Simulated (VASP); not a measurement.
A run of VASP 6.6.1 is set up as follows.

The input INCAR:

```
SYSTEM = Sn2Bi3O3
PREC = Accurate
ENCUT = 910
EDIFF = 1E-6
ISMEAR = 0
SIGMA = 0.2
LREAL = .FALSE.
LASPH = .TRUE.
NELM = 120
ALGO = Normal
ISIF = 2
LWAVE = .FALSE.
LCHARG = .FALSE.
GGA = PE
NBANDS = 56
GGA_COMPAT = .FALSE.
```

File KPOINTS:

```
Automatic mesh
0
G
  3 3 3
  0 0 0
```

POSCAR

```
Sn2Bi3O3
1.0
    4.2251167879      2.4393723149      2.9314501000
   -4.2251167879      2.4393723149      2.9314501000
    0.0000000000     -4.8787446297      2.9314501000
Sn Bi O
2 3 3
Direct
    0.3379076558      0.3379076558      0.3379076558
    0.6620923442      0.6620923442      0.6620923442
    0.7849081516      0.2150918484      0.0000000000
    0.2150918484      0.0000000000      0.7849081516
    0.0000000000      0.7849081516      0.2150918484
    0.6893354438      0.3106645562      0.5000000000
    0.3106645562      0.5000000000      0.6893354438
    0.5000000000      0.6893354438      0.3106645562
```

Potentials or basis: VASP PAW PBE potentials, release 64 (Sn_d, Bi_d, O_h).

Command:

```sh
$ cat potpaw_PBE.64/Sn_d/POTCAR potpaw_PBE.64/Bi_d/POTCAR potpaw_PBE.64/O_h/POTCAR > POTCAR
$ mpirun -np 1 vasp_std > vasp.out
```

Q: What does it give for the band gap on the k mesh?

A: Zero (an odd number of electrons rules out a gap without spin polarisation).

Q: What does it give for the pressure?

A: 0.3 GPa.

Forces on the atoms (eV/Å):
```
Sn   0.000  0.000 -0.017
Sn   0.000  0.000  0.017
Bi   0.010  0.000  0.000
Bi  -0.005 -0.009  0.000
Bi  -0.005  0.009  0.000
O    0.026  0.000  0.000
O   -0.013 -0.022  0.000
O   -0.013  0.022  0.000
```

Caveat: the k points lie up to 0.37 Å⁻¹ apart, too coarse for converged energies and pressures of a metal; the cutoff is under 1.25 times the usual one of these potentials, so pressure, stress and relaxed cells hold a basis-set (Pulay) error; spin-orbit coupling is left out, which moves the levels of the heavy elements; an odd number of electrons without spin polarisation forces a metal; a magnetic or distorted state may lie lower.
